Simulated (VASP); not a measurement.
# RbSrCl3 (P4mm) in VASP: notebook

RbSrCl3 is run at these levels: LDA; tasks: single point.

Program: VASP 6.6.1. These are calculated values, not measurements. Logs are shortened: lines on timing, memory, paths and dates and some standing lists are left out, and cuts for length are marked.

## 1. The cell of the first run

Symmetry: P4mm, No. 99, tetragonal system. The conventional cell has a = 5.696 Å, b = 5.696 Å, c = 5.696 Å, α = 90.00°, β = 90.00°, γ = 90.00°. Within 5.2 Å of Rb (site symmetry 4mm) lie 12 Cl at 3.94 to 4.12 Å and 8 Sr at 4.86 to 5.01 Å. Sr (site symmetry 4mm) has 6 Cl at 2.85 Å within 3.8 Å. Cl (site symmetry 2mm) has 2 Sr at 2.85 Å and 4 Rb at 3.94 to 4.12 Å and 8 Cl at 4.03 Å within 4.2 Å. Cl (site symmetry 4mm) has 2 Sr at 2.85 Å within 3.8 Å.

## 2. Single point, LDA (all Rb atoms moved +0.125 Å, as atom 1 along Cartesian [0 0 1])

Contents of INCAR:

```
  PREC = Accurate
  ENCUT = 520
  EDIFF = 1E-6
  ISMEAR = 0
  SIGMA = 0.05
  LREAL = F
  LASPH = T
  NELM = 100
  ALGO = Normal
  ISIF = 2
  LWAVE = F
  LCHARG = F
  GGA = CA
  NBANDS = 28
```

Contents of KPOINTS:

```
regular mesh
0
Gamma
  4 4 4
```

Contents of POSCAR:

```
RbSrCl3
1.0
    5.6963040000      0.0000000000      0.0000000000
    0.0000000000      5.6963040000      0.0000000000
    0.0000000000      0.0000000000      5.6963040000
Rb Sr Cl
1 1 3
Direct
    0.5000000000      0.5000000000      0.5219440535
    0.0000000000      0.0000000000      0.0000000000
    0.5000000000      0.0000000000      0.0000000000
    0.0000000000      0.5000000000      0.0000000000
    0.0000000000      0.0000000000      0.5000000000
```

Potentials or basis: VASP PAW LDA potentials, release 64 (Rb_sv, Sr_sv, Cl).

The run is started by

```console
> cat potpaw_LDA.64/Rb_sv/POTCAR potpaw_LDA.64/Sr_sv/POTCAR potpaw_LDA.64/Cl/POTCAR > POTCAR
> mpirun -np 1 vasp_std > vasp.out
```

OUTCAR:

```text
PREC = Accurate
   ENCUT = 520
   EDIFF = 1E-6
   ISMEAR = 0
   LREAL = F
   LASPH = T
   NELM = 100
   ISIF = 2
   GGA = CA

 ion  position               nearest neighbor table
   1  0.500  0.500  0.522-   3 3.94   4 3.94   3 3.94   4 3.94   5 4.03   5 4.03   5 4.03   5 4.03
                             3 4.12   4 4.12   4 4.12   3 4.12   2 4.86   2 4.86   2 4.86   2 4.86
   2  0.000  0.000  0.000-   3 2.85   4 2.85   5 2.85   5 2.85   4 2.85   3 2.85   1 4.86   1 4.86
                             1 4.86   1 4.86   1 5.01   1 5.01   1 5.01   1 5.01
   3  0.500  0.000  0.000-   2 2.85   2 2.85   1 3.94   1 3.94   1 4.12   1 4.12
   4  0.000  0.500  0.000-   2 2.85   2 2.85   1 3.94   1 3.94   1 4.12   1 4.12
   5  0.000  0.000  0.500-   2 2.85   2 2.85   1 4.03   1 4.03   1 4.03   1 4.03

  LATTYP: Found a simple cubic cell.
 ALAT       =     5.6963040000

  Lattice vectors:

 A1 = (   5.6963040000,   0.0000000000,   0.0000000000)
 A2 = (   0.0000000000,   5.6963040000,   0.0000000000)
 A3 = (   0.0000000000,   0.0000000000,   5.6963040000)

Analysis of symmetry for initial positions (statically):
=====================================================================
 Subroutine PRICEL returns:
 Original cell was already a primitive cell.

 Routine SETGRP: Setting up the symmetry group for a
 simple cubic supercell.

 Subroutine GETGRP returns: Found  8 space group operations
 (whereof  8 operations were pure point group operations)
 out of a pool of 48 trial point group operations.

The static configuration has the point symmetry C_4v.

Analysis of symmetry for dynamics (positions and initial velocities):
=====================================================================
 Subroutine PRICEL returns:
 Original cell was already a primitive cell.

 Routine SETGRP: Setting up the symmetry group for a
 simple cubic supercell.

 Subroutine GETGRP returns: Found  8 space group operations
 (whereof  8 operations were pure point group operations)
 out of a pool of 48 trial point group operations.

The dynamic configuration has the point symmetry C_4v.

 Subroutine INISYM returns: Found  8 space group operations
 (whereof  8 operations are pure point group operations),
 and found     1 'primitive' translations

----------------------------------------------------------------------------------------

                                     Primitive cell

  volume of cell :     184.8330

  direct lattice vectors                    reciprocal lattice vectors
     5.696304000  0.000000000  0.000000000     0.175552428  0.000000000  0.000000000
     0.000000000  5.696304000  0.000000000     0.000000000  0.175552428  0.000000000
     0.000000000  0.000000000  5.696304000     0.000000000  0.000000000  0.175552428

  length of vectors
     5.696304000  5.696304000  5.696304000     0.175552428  0.175552428  0.175552428

  position of ions in fractional coordinates (direct lattice)
     0.500000000  0.500000000  0.521944054
     0.000000000  0.000000000  0.000000000
     0.500000000  0.000000000  0.000000000
     0.000000000  0.500000000  0.000000000
     0.000000000  0.000000000  0.500000000

  ion indices of the primitive-cell ions
   primitive index   ion index
                 1           1
                 2           2
                 3           3
                 4           4
                 5           5

----------------------------------------------------------------------------------------

 KPOINTS: regular mesh

Automatic generation of k-mesh.
 Grid dimensions read from file:
 generate k-points for:    4    4    4

 Generating k-lattice:

  Cartesian coordinates                     Fractional coordinates (reciprocal lattice)
     0.043888107  0.000000000  0.000000000     0.250000000  0.000000000  0.000000000
     0.000000000  0.043888107  0.000000000     0.000000000  0.250000000  0.000000000
     0.000000000  0.000000000  0.043888107     0.000000000  0.000000000  0.250000000

  Length of vectors
     0.043888107  0.043888107  0.043888107

  Shift w.r.t. Gamma in fractional coordinates (k-lattice)
     0.000000000  0.000000000  0.000000000

 Subroutine IBZKPT returns following result:
 ===========================================

 Found     18 irreducible k-points:

 Following reciprocal coordinates:
            Coordinates               Weight
  0.000000  0.000000  0.000000      1.000000
  0.250000  0.000000  0.000000      4.000000
  0.000000  0.000000  0.250000      2.000000
  0.500000  0.000000  0.000000      2.000000
  0.000000  0.000000  0.500000      1.000000
  0.250000  0.250000  0.000000      4.000000
[... 10 lines left out ...]
  0.250000  0.500000  0.500000      4.000000
  0.500000  0.500000  0.500000      1.000000
   k-points           NKPTS =     18   k-points in BZ     NKDIM =     18   number of bands    NBANDS=     28
   number of dos      NEDOS =    301   number of ions     NIONS =      5
   total plane-waves  NPLWV =  74088
   dimension x,y,z NGX =    42 NGY =   42 NGZ =   42
   dimension x,y,z NGXF=    84 NGYF=   84 NGZF=   84
   ions per type =               1   1   3
   NGX,Y,Z   is equivalent  to a cutoff of  12.26, 12.26, 12.26 a.u.
   NGXF,Y,Z  is equivalent  to a cutoff of  24.52, 24.52, 24.52 a.u.
 SYSTEM =  unknown system
   PREC   = accura    normal or accurate (medium, high low for compatibility)
   ISTART =      0    job   : 0-new  1-cont  2-samecut
   ICHARG =      2    charge: 1-file 2-atom 10-const
   ISPIN  =      1    spin polarized calculation?
   LNONCOLLINEAR =      F non collinear calculations
   LSORBIT =      F    spin-orbit coupling
   LASPH  =      T    aspherical Exc in radial PAW
   ENCUT  =  520.0 eV  38.22 Ry    6.18 a.u.  10.59 10.59 10.59*2*pi/ulx,y,z
   NELM   =    100;   NELMIN=  2; NELMDL= -5     # of ELM steps
   EDIFF  = 0.1E-05   stopping-criterion for ELM
   LREAL  =      F    real-space projection
   EDIFFG = 0.1E-04   stopping-criterion for IOM
   NSW    =      0    number of steps for IOM
   IBRION =     -1    ionic relax: 0-MD 1-quasi-New 2-CG
   NFREE  =      0    steps in history (QN), initial steepest desc. (CG)
   ISIF   =      2    stress and relaxation
   ISYM   =      2    0-nonsym 1-usesym 2-fastsym
   POTIM  = 0.5000    time-step for ionic-motion
   TEBEG  =    0.0;   TEEND  =   0.0 temperature during run
   PSTRESS=    0.0 pullay stress
   NELECT =      40.0000    total number of electrons
   NUPDOWN=      -1.0000    fix difference up-down
   EMIN   =  10.00;   EMAX   =-10.00  energy-range for DOS
   EFERMI =   0.00;   METHOD = LEGACY
   ISMEAR =     0;   SIGMA  =   0.05  broadening in eV -4-tet -1-fermi 0-gaus
   EFERMI_NEDOS =   21; number of points for ismear=-14 and -15
   IALGO  =     38    algorithm
   IMIX   =      4    mixing-type and parameters
     AMIX     =   0.40;   BMIX     =  1.00
     AMIX_MAG =   1.60;   BMIX_MAG =  1.00
  volume/ion in A,a.u.               =      36.97       249.46
  Fermi-wavevector in a.u.,A,eV,Ry     =   0.982883  1.857379 13.144021  0.966058
  Thomas-Fermi vector in A             =   2.113999
   LORBIT       =      0    0 simple, 1 ext, 2 COOP (PROOUT), +10 PAW based schemes
   GGA     = CA    functional components
   LHFCALC =     F    Hartree Fock is set to
   AEXX    =    0.0000 exact exchange contribution
   IVDW    =     0    specifies the selected vdW correction
   LEPSILON=     F    determine dielectric tensor
   LRPA    =     F    only Hartree local field effects (RPA)
 non-spin polarized calculation
 Gauss-broadening in eV      SIGMA  =   0.05
  energy-cutoff  :      520.00
  volume of cell :      184.83
 maximum number of plane-waves:      4995
   NGX = 21   NGY = 21   NGZ = 21

 number of electron      39.9999994 magnetization

 Free energy of the ion-electron system (eV)
  ---------------------------------------------------
  ext. energy  EPLUGINS =         0.00000000
  ---------------------------------------------------
  free energy    TOTEN  =       -20.70876079 eV

  energy without entropy =      -20.70876079  energy(sigma->0) =      -20.70876079

 E-fermi :  -1.6578     XC(G=0):  -7.6864

 val. band max:       -1.8955432458   @ k =   0.5000   0.5000   0.5000
 cond. band min:       2.3313714855   @ k =   0.0000   0.0000   0.0000
 fundamental gap:      4.2269147313
 Fermi energy:        -1.6577524424

 k-point     1 :       0.0000    0.0000    0.0000
  band No.  band energies     occupation
      1     -33.9765      2.00000
      2     -26.6958      2.00000
      3     -16.1962      2.00000
      4     -16.1962      2.00000
      5     -16.1956      2.00000
      6     -14.3303      2.00000
[... 20 lines left out ...]
     27       5.9540      0.00000
     28       5.9559      0.00000

 k-point     2 :       0.2500    0.0000    0.0000
  band No.  band energies     occupation
      1     -33.9763      2.00000
      2     -26.6957      2.00000
      3     -16.3270      2.00000
      4     -16.1956      2.00000
      5     -16.1950      2.00000
      6     -14.2805      2.00000
[... 20 lines left out ...]
     27       5.9573      0.00000
     28       5.9817      0.00000

 k-point     3 :       0.0000    0.0000    0.2500
  band No.  band energies     occupation
      1     -33.9763      2.00000
      2     -26.6957      2.00000
      3     -16.3260      2.00000
      4     -16.1956      2.00000
      5     -16.1956      2.00000
      6     -14.2830      2.00000
[... 20 lines left out ...]
     27       5.9561      0.00000
     28       5.9778      0.00000

 k-point     4 :       0.5000    0.0000    0.0000
  band No.  band energies     occupation
      1     -33.9761      2.00000
      2     -26.6956      2.00000
      3     -16.4382      2.00000
      4     -16.1950      2.00000
      5     -16.1944      2.00000
      6     -14.2692      2.00000
[... 392 lines left out ...]
     27       6.2784      0.00000
     28       6.5838      0.00000

 k-point    17 :       0.2500    0.5000    0.5000
  band No.  band energies     occupation
      1     -33.9754      2.00000
      2     -26.6953      2.00000
      3     -16.4361      2.00000
      4     -16.4348      2.00000
      5     -16.3242      2.00000
      6     -13.9734      2.00000
[... 20 lines left out ...]
     27       6.2961      0.00000
     28       6.5722      0.00000

 k-point    18 :       0.5000    0.5000    0.5000
  band No.  band energies     occupation
      1     -33.9752      2.00000
      2     -26.6952      2.00000
      3     -16.4352      2.00000
      4     -16.4352      2.00000
      5     -16.4339      2.00000
      6     -13.7632      2.00000
[... 20 lines left out ...]
     27       6.2123      0.00000
     28       7.3100      0.00000

------------------------ aborting loop because EDIFF is reached ----------------------------------------

  FORCE on cell =-STRESS in cart. coord.  units (eV):
  Direction    XX          YY          ZZ          XY          YZ          ZX
  --------------------------------------------------------------------------------------
  -------------------------------------------------------------------------------------
  Total       -2.5604603     -2.5604603     -2.5556123      0.0000000     -0.0000000     -0.0000000
  in kB      -22.1946938    -22.1946938    -22.1526697      0.0000000     -0.0000000     -0.0000000
  external PRESSURE =     -22.1806858 kB  Pullay stress =       0.0000000 kB

 VOLUME and BASIS-vectors are now :
 -----------------------------------------------------------------------------
  energy-cutoff  :      520.00
  volume of cell :      184.83
      direct lattice vectors                 reciprocal lattice vectors
     5.696304000  0.000000000  0.000000000     0.175552428  0.000000000  0.000000000
     0.000000000  5.696304000  0.000000000     0.000000000  0.175552428  0.000000000
     0.000000000  0.000000000  5.696304000     0.000000000  0.000000000  0.175552428

 POSITION                                       TOTAL-FORCE (eV/Angst)
 -----------------------------------------------------------------------------------
      2.84815      2.84815      2.97315        -0.000000      0.000000      0.042078
      0.00000      0.00000      0.00000         0.000000     -0.000000      0.025896
      2.84815      0.00000      0.00000        -0.000000     -0.000000     -0.044400
      0.00000      2.84815      0.00000        -0.000000     -0.000000     -0.044400
      0.00000      0.00000      2.84815        -0.000000     -0.000000      0.020826
 -----------------------------------------------------------------------------------
    total drift:                                0.000000     -0.000000     -0.000149

  FREE ENERGIE OF THE ION-ELECTRON SYSTEM (eV)
  ---------------------------------------------------
  free  energy   TOTEN  =       -20.7087607851 eV

  energy  without entropy=      -20.7087607851  energy(sigma->0) =      -20.70876079
```

Wall time 93 s (1 thread of Intel Xeon Platinum 8375C at 2.90GHz (Ice Lake), shared host); peak memory 0.27 GiB.

Results:

```
Free energy            : -20.7088 eV
Pressure               : -2.2 GPa
Largest force          : 0.044 eV/Å
Band gap on the k mesh : 4.23 eV (least direct gap 4.44 eV)
```

Forces in eV/Å, atoms in the order of the input:
```
Rb   0.000  0.000  0.042
Sr   0.000  0.000  0.026
Cl   0.000  0.000 -0.044
Cl   0.000  0.000 -0.044
Cl   0.000  0.000  0.021
```

Caveat: the cell differs from its parent crystal (all Rb atoms moved +0.125 Å, as atom 1 along Cartesian [0 0 1]).

## 3. Single point, LDA (all Rb atoms moved +0.062 Å, as atom 1 along Cartesian [0 0 1])

Contents of INCAR:

```
SYSTEM = RbSrCl3
  PREC = Accurate
  ENCUT = 520
  EDIFF = 1E-7
  ISMEAR = 0
  SIGMA = 0.05
  LREAL = .False.
  LASPH = .True.
  NELM = 60
  ALGO = Normal
  ISIF = 2
  LWAVE = .False.
  LCHARG = .False.
  NBANDS = 28
```

Contents of KPOINTS:

```
regular mesh
0
Gamma
  4 4 4
  0 0 0
```

Edit POSCAR of step 2 so:

```diff
@@ -8,3 +8,3 @@
 Direct
-    0.5000000000      0.5000000000      0.5219440535
+    0.5000000000      0.5000000000      0.5109720268
     0.0000000000      0.0000000000      0.0000000000
```

Potentials or basis: VASP PAW LDA potentials, release 64 (Rb_sv, Sr_sv, Cl).

The run is started by

```console
> cat potpaw_LDA.64/Rb_sv/POTCAR potpaw_LDA.64/Sr_sv/POTCAR potpaw_LDA.64/Cl/POTCAR > POTCAR
> mpirun -np 1 vasp_std > vasp.out
```

Run time: 65 s. Hardware: 1 thread of Intel Xeon Platinum 8375C at 2.90GHz (Ice Lake), shared host; peak memory 0.26 GiB.

It converged, with:

```
Free energy            : -20.7068 eV
Pressure               : -2.2 GPa
Largest force          : 0.022 eV/Å
Band gap on the k mesh : 4.22 eV (least direct gap 4.44 eV)
```

Forces in eV/Å, atoms in the order of the input:
```
Rb   0.000  0.000  0.021
Sr   0.000  0.000  0.013
Cl   0.000  0.000 -0.022
Cl   0.000  0.000 -0.022
Cl   0.000  0.000  0.010
```

Levels at points of the mesh, in eV from the valence-band top:
```csv
k point,band 18,band 19,band 20,band 21,band 22,band 23
"(0.00, 0.00, 0.00)",-0.22,-0.22,-0.22,4.22,5.76,5.76
"(0.50, 0.00, 0.00)",-0.51,-0.29,-0.29,5.87,6.01,6.15
"(0.00, 0.00, 0.50)",-0.51,-0.29,-0.29,5.87,6.01,6.15
"(0.50, 0.50, 0.00)",-0.61,-0.61,-0.01,6.69,6.99,6.99
"(0.00, 0.50, 0.50)",-0.61,-0.61,-0.01,6.69,6.98,6.98
"(0.50, 0.50, 0.50)",0.00,0.00,0.00,6.03,6.85,6.85
```

Caveat: the cell differs from its parent crystal (all Rb atoms moved +0.062 Å, as atom 1 along Cartesian [0 0 1]). A k mesh can miss the band edges.
